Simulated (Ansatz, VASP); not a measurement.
One calculation of YAl2N3, two programs

```xyz
6
Lattice="6.4276 0.0000 0.0000 0.0000 2.4496 3.3615 0.0000 -2.4496 3.3615" Properties=species:S:1:pos:R:3 pbc="T T T"
Y     0.0000    0.0000    0.4563
Al    1.9070    0.0000    3.7710
Al    4.5207    0.0000    3.7710
N     3.2138   -0.9297    2.2916
N     3.2138    0.9297    2.2916
N     0.0000    0.0000    4.6888
```

Alike in both runs: task relaxation of cell and atoms; functional PBE; k mesh 4 × 4 × 4; occupations gaussian, width 0.1 eV; no spin polarisation.

```csv
,VASP,Ansatz
version,VASP 6.6.1,Ansatz 0.2.0
potentials or method,"VASP PAW PBE potentials, release 64 (Y_sv, Al, N), cutoff 600 eV","scalar-relativistic, plane waves, PAW"
valence electrons in the cell,32,32
```

Ansatz gave:

* gap on the k mesh at the Fermi level, each at its own relaxed structure (eV): none
* relaxed volume (Å³/atom): 12.28
* relaxed cell length with the largest relative difference (Å): 5.916

Estimate VASP's values.

gap on the k mesh at the Fermi level, each at its own relaxed structure (eV): none; relaxed volume (Å³/atom): 12.26; relaxed cell length with the largest relative difference (Å): 5.908.

A gap of «none» marks a metal or a gap that the smearing closes.

The k mesh is coarse, so the values compare programs but aren't converged. Noted on VASP's run: the volume moved by over 15 % at a fixed basis, so the end points are rough.
